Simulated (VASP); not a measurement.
# Mg4Cd (P-43m) in VASP: further runs, part 3 of 3

VASP 6.6.1. The steps go on from the part before.

## Step 4: Single point, PBE

This run uses another cell than the first one: it holds 10 atoms, not 5.

INCAR

```
PREC     = Accurate       # precision mode
ENCUT    = 520            # plane-wave cutoff, eV
EDIFF    = 1E-6           # SCF threshold, eV
ISMEAR   = 0              # smearing method
SIGMA    = 0.2            # smearing width, eV
LREAL    = False          # projectors in reciprocal space
LASPH    = True           # aspherical terms in the spheres
NELM     = 100            # most SCF steps
ALGO     = Normal         # electronic algorithm
ISIF     = 2              # what is computed and relaxed
LWAVE    = False          # write WAVECAR
LCHARG   = False          # write CHGCAR
GGA      = PE             # functional
NBANDS   = 31             # bands
```

KPOINTS

```
regular mesh
0
Gamma
  4 4 2
```

POSCAR

```
Mg4Cd
1.0
   -5.2309797096      0.0000000000      0.0000000000
    0.0000000000      0.0000000000     -5.2309797096
    0.0000000000    -10.4619594191      0.0000000000
Mg Cd
8 2
Direct
    0.7028489527      0.7028489527      0.8514244763
    0.7028489527      0.7028489527      0.3514244763
    0.2971510473      0.7028489527      0.6485755237
    0.2971510473      0.7028489527      0.1485755237
    0.7028489527      0.2971510473      0.6485755237
    0.7028489527      0.2971510473      0.1485755237
    0.2971510473      0.2971510473      0.8514244763
    0.2971510473      0.2971510473      0.3514244763
    1.0000000000      0.0000000000      1.0000000000
    1.0000000000      1.0000000000      0.5000000000
```

Potentials or basis: VASP PAW PBE potentials, release 64 (Mg, Cd).

On the command line:

```sh
$ cat potpaw_PBE.64/Mg/POTCAR potpaw_PBE.64/Cd/POTCAR > POTCAR
$ mpirun -np 1 vasp_std > vasp.out
```

OUTCAR:

```text
PREC = Accurate
   ENCUT = 520
   EDIFF = 1E-6
   ISMEAR = 0
   LREAL = False
   LASPH = True
   NELM = 100
   ISIF = 2
   GGA = PE

 ion  position               nearest neighbor table
   1  0.703  0.703  0.851-   9 2.69   5 3.00   3 3.00   7 3.00
   2  0.703  0.703  0.351-  10 2.69   6 3.00   4 3.00   8 3.00
   3  0.297  0.703  0.649-  10 2.69   7 3.00   1 3.00   5 3.00
   4  0.297  0.703  0.149-   9 2.69   8 3.00   2 3.00   6 3.00
   5  0.703  0.297  0.649-  10 2.69   7 3.00   1 3.00   3 3.00
   6  0.703  0.297  0.149-   9 2.69   8 3.00   2 3.00   4 3.00
   7  0.297  0.297  0.851-   9 2.69   5 3.00   3 3.00   1 3.00
   8  0.297  0.297  0.351-  10 2.69   6 3.00   4 3.00   2 3.00
   9  0.000  0.000  0.000-   1 2.69   4 2.69   6 2.69   7 2.69
  10  0.000  0.000  0.500-   2 2.69   3 2.69   5 2.69   8 2.69

  LATTYP: Found a simple tetragonal cell.
 ALAT       =     5.2309797096
 C/A-ratio  =     2.0000000000

  Lattice vectors:

 A1 = (  -5.2309797096,   0.0000000000,   0.0000000000)
 A2 = (   0.0000000000,   0.0000000000,  -5.2309797096)
 A3 = (   0.0000000000, -10.4619594191,   0.0000000000)

Analysis of symmetry for initial positions (statically):
=====================================================================
 Subroutine PRICEL returns following result:

  LATTYP: Found a simple cubic cell.
 ALAT       =     5.2309797096

  Lattice vectors:

 A1 = (  -5.2309797096,   0.0000000000,   0.0000000000)
 A2 = (   0.0000000000,   0.0000000000,  -5.2309797096)
 A3 = (   0.0000000000,  -5.2309797095,   0.0000000000)

   2 primitive cells build up your supercell.

 Routine SETGRP: Setting up the symmetry group for a
 simple tetragonal supercell.

 Subroutine GETGRP returns: Found  8 space group operations
 (whereof  8 operations were pure point group operations)
[... 142 lines left out ...]
  Thomas-Fermi vector in A             =   1.965342
   LORBIT       =      0    0 simple, 1 ext, 2 COOP (PROOUT), +10 PAW based schemes
   GGA     = PE    functional components
   LHFCALC =     F    Hartree Fock is set to
   AEXX    =    0.0000 exact exchange contribution
   IVDW    =     0    specifies the selected vdW correction
   LEPSILON=     F    determine dielectric tensor
   LRPA    =     F    only Hartree local field effects (RPA)
 non-spin polarized calculation
 Gauss-broadening in eV      SIGMA  =   0.20
  energy-cutoff  :      520.00
  volume of cell :      286.27
 maximum number of plane-waves:      7768
 NGX is ok and might be reduce to    40

 number of electron      40.0000026 magnetization

 Free energy of the ion-electron system (eV)
  ---------------------------------------------------
  ext. energy  EPLUGINS =         0.00000000
  ---------------------------------------------------
  free energy    TOTEN  =       -10.09997340 eV

  energy without entropy =       -9.95707970  energy(sigma->0) =      -10.02852655

 E-fermi :   1.4042     XC(G=0):  -8.0944

 val. band max:        1.3760095375   @ k =   0.2500   0.2500   0.0000
 cond. band min:       1.4974497731   @ k =   0.0000   0.0000   0.0000
 fundamental gap:      0.1214402356
 Fermi energy:         1.4042367255

 k-point     1 :       0.0000    0.0000    0.0000
  band No.  band energies     occupation
      1      -7.5158      2.00000
      2      -7.5158      2.00000
      3      -7.5065      2.00000
      4      -7.5065      2.00000
      5      -7.5065      2.00000
      6      -7.5064      2.00000
[... 397 lines left out ...]
     30       6.3308      0.00000
     31       6.7259      0.00000

------------------------ aborting loop because EDIFF is reached ----------------------------------------

  FORCE on cell =-STRESS in cart. coord.  units (eV):
  Direction    XX          YY          ZZ          XY          YZ          ZX
  --------------------------------------------------------------------------------------
  -------------------------------------------------------------------------------------
  Total        0.4287105      0.4286795      0.4287105      0.0000000      0.0000000      0.0000000
  in kB        2.3993613      2.3991873      2.3993613      0.0000000      0.0000000      0.0000000
  external PRESSURE =       2.3993033 kB  Pullay stress =       0.0000000 kB

 VOLUME and BASIS-vectors are now :
 -----------------------------------------------------------------------------
  energy-cutoff  :      520.00
  volume of cell :      286.27
      direct lattice vectors                 reciprocal lattice vectors
    -5.230979710  0.000000000  0.000000000    -0.191168778  0.000000000  0.000000000
     0.000000000  0.000000000 -5.230979710     0.000000000  0.000000000 -0.191168778
     0.000000000-10.461959419  0.000000000     0.000000000 -0.095584389  0.000000000

 POSITION                                       TOTAL-FORCE (eV/Angst)
 -----------------------------------------------------------------------------------
     -3.67659     -8.90757     -3.67659         0.023352      0.023352      0.023352
     -3.67659     -3.67659     -3.67659         0.023352      0.023352      0.023352
     -1.55439     -6.78537     -3.67659        -0.023352     -0.023352      0.023352
     -1.55439     -1.55439     -3.67659        -0.023352     -0.023352      0.023352
     -3.67659     -6.78537     -1.55439         0.023352     -0.023352     -0.023352
     -3.67659     -1.55439     -1.55439         0.023352     -0.023352     -0.023352
     -1.55439     -8.90757     -1.55439        -0.023352      0.023352     -0.023352
     -1.55439     -3.67659     -1.55439        -0.023352      0.023352     -0.023352
      0.00000      0.00000      0.00000        -0.000000      0.000000     -0.000000
      0.00000     -5.23098      0.00000         0.000000      0.000000     -0.000000
 -----------------------------------------------------------------------------------
    total drift:                                0.000000      0.000000      0.000000

  FREE ENERGIE OF THE ION-ELECTRON SYSTEM (eV)
  ---------------------------------------------------
  free  energy   TOTEN  =       -10.0999733966 eV

  energy  without entropy=       -9.9570796952  energy(sigma->0) =      -10.02852655
```

OSZICAR:

```text
N       E                     dE             d eps       ncg     rms          rms(c)
DAV:   1     0.166892451686E+03    0.16689E+03   -0.14869E+04   744   0.102E+03
DAV:   2    -0.116434394045E+01   -0.16806E+03   -0.16186E+03   835   0.210E+02
DAV:   3    -0.103087045630E+02   -0.91444E+01   -0.90527E+01   892   0.478E+01
DAV:   4    -0.103572339486E+02   -0.48529E-01   -0.48506E-01   843   0.377E+00
DAV:   5    -0.103575861859E+02   -0.35224E-03   -0.35223E-03   886   0.299E-01    0.322E+00
DAV:   6    -0.101429090887E+02    0.21468E+00   -0.62346E-01   835   0.502E+00    0.209E+00
DAV:   7    -0.101121360317E+02    0.30773E-01   -0.55711E-02   849   0.977E-01    0.127E+00
DAV:   8    -0.101000471778E+02    0.12089E-01   -0.26179E-02   808   0.594E-01    0.117E-01
DAV:   9    -0.100999977417E+02    0.49436E-04   -0.12129E-03   891   0.146E-01    0.398E-02
DAV:  10    -0.100999714810E+02    0.26261E-04   -0.16226E-04   822   0.473E-02    0.105E-02
DAV:  11    -0.100999724849E+02   -0.10039E-05   -0.11064E-05   774   0.108E-02    0.423E-03
DAV:  12    -0.100999733966E+02   -0.91166E-06   -0.12081E-06   606   0.406E-03
   1 F= -.10099973E+02 E0= -.10028527E+02  d E =-.142894E+00
```

stdout:

```text
POSCAR found type information on POSCAR MgCd
 POSCAR found :  2 types and      10 ions
 scaLAPACK will be used
 LDA part: xc-table for (Slater+PW92), standard interpolation
 POSCAR, INCAR and KPOINTS ok, starting setup
 FFT: planning ... GRIDC
 FFT: planning ... GRID_SOFT
 FFT: planning ... GRID
 WAVECAR not read
 entering main loop
```

Run time: 80 s. Hardware: 1 thread of Intel Xeon Platinum 8488C (Sapphire Rapids), shared host; peak memory 0.38 GiB.

What came out:

| Item | Value |
| --- | --- |
| Free energy | -10.1000 eV |
| Pressure | 0.2 GPa |
| Largest force | 0.040 eV/Å |
| Band gap on the k mesh | zero (band 20 reaches 2.08 eV, above the bottom of band 21 at -0.05 eV) |

Forces in eV/Å, atoms in the order of the input:
```
Mg   0.023  0.023  0.023
Mg   0.023  0.023  0.023
Mg  -0.023 -0.023  0.023
Mg  -0.023 -0.023  0.023
Mg   0.023 -0.023 -0.023
Mg   0.023 -0.023 -0.023
Mg  -0.023  0.023 -0.023
Mg  -0.023  0.023 -0.023
Cd   0.000  0.000  0.000
Cd   0.000  0.000  0.000
```

## Step 5: Overview

```tsv
task	cell	k mesh	cutoff (eV)	smearing	gap on the mesh (eV)	pressure (GPa)	largest force (eV/Å)
single point	a = 5.231 Å, 5 atoms	8 × 8 × 8	520	gaussian 0.1 eV	none	0.0	0.01
relaxation of cell and atoms	relaxed from a = 5.265 Å, 5 atoms	8 × 8 × 8	600	gaussian 0.1 eV	none	0.0	-
single point	a = 5.231, b = 5.231, c = 10.462 Å, 10 atoms	4 × 4 × 2	520	gaussian 0.2 eV	none	0.2	0.04
```

Alike in all rows: level PBE; potentials or basis VASP PAW PBE potentials, release 64 (Mg, Cd); no spin polarisation.

Total energies depend on the potentials used, so only differences within one code and one set of settings carry meaning.
